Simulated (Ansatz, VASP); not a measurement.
ZnAg2S2 in VASP and in Ansatz

```
CELL_PARAMETERS angstrom
6.84320 0.00000 0.00000
0.00000 6.84320 0.00000
0.00000 0.00000 4.03909
ATOMIC_POSITIONS crystal
Zn 0.00000 0.00000 0.00000
Zn 0.50000 0.50000 0.00000
Ag 0.64492 0.14492 0.50000
Ag 0.35508 0.85508 0.50000
Ag 0.14492 0.35508 0.50000
Ag 0.85508 0.64492 0.50000
S 0.18332 0.68332 0.00000
S 0.81668 0.31668 0.00000
S 0.68332 0.81668 0.00000
S 0.31668 0.18332 0.00000
```

Change from the starting cell: species swapped into the Nd2CdPd2 type (P4/mbm, No. 127).

Alike in both runs: functional PBE; k mesh 6 × 6 × 10; occupations gaussian, width 0.1 eV; no spin polarisation.

Ansatz relaxed the structure, and its values are those at the end. VASP's run is a single point on that final structure, the one shown.

```csv
,VASP,Ansatz
version,VASP 6.6.1,Ansatz 0.2.0
potentials or method,"VASP PAW PBE potentials, release 64 (Zn, Ag, S), cutoff 520 eV","scalar-relativistic, plane waves, PAW"
valence electrons in the cell,92,124
```

|  | VASP | Ansatz | Ansatz less VASP |
| --- | --- | --- | --- |
| gap on the k mesh at the Fermi level (eV) | none | none | - |
| pressure (GPa) | 0.0 | 0.0 | +0.05 |
| rms of the force components (eV/Å) | 0.003 | 0.003 | -0.0005 |

A gap of «none» marks a metal or a gap that the smearing closes. VASP's potentials hold 92 valence electrons a cell and Ansatz's 124, so a difference there can come from the potentials and not from the codes.
